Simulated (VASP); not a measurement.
A run of VASP 6.6.1:

Contents of INCAR:

```
PREC     = Accurate       # precision mode
ENCUT    = 500            # plane-wave cutoff, eV
EDIFF    = 1E-7           # SCF threshold, eV
ISMEAR   = -1             # smearing method
SIGMA    = 0.2            # smearing width, eV
LREAL    = False          # projectors in reciprocal space
LASPH    = True           # aspherical terms in the spheres
NELM     = 120            # most SCF steps
ALGO     = Normal         # electronic algorithm
ISIF     = 3              # what is computed and relaxed
LWAVE    = False          # write WAVECAR
LCHARG   = False          # write CHGCAR
GGA      = CA             # functional
IBRION   = 2              # ionic algorithm
NSW      = 80             # ionic steps
EDIFFG   = -0.01          # ionic threshold
GGA_COMPAT= False        
NELMIN   = 4
```

The input KPOINTS:

```
Automatic mesh
0
Gamma
  9 9 9
  0.5 0.5 0.5
```

POSCAR

```
As
1.0
    2.7036820000      0.0000000000      0.0000000000
    0.0000000000      2.7036820000      0.0000000000
    0.0000000000      0.0000000000      2.7036820000
As
1
Direct
    0.5000000000      0.5000000000      0.5000000000
```

Potentials or basis: VASP PAW LDA potentials, release 64 (As).

Command:

```sh
$ cat potpaw_LDA.64/As/POTCAR > POTCAR
$ mpirun -np 1 vasp_std > vasp.out
```

Hardware: 1 thread of Intel(R) Xeon(R) Platinum 8488C (Sapphire Rapids), with other jobs on the host.

Q: How long does it take, and how much memory?

A: Run time: 4 s on 1 thread of Intel(R) Xeon(R) Platinum 8488C (Sapphire Rapids), on a shared host, peak memory 0.12 GiB. Counts: scf iterations 22, k points 35, ion steps 3.
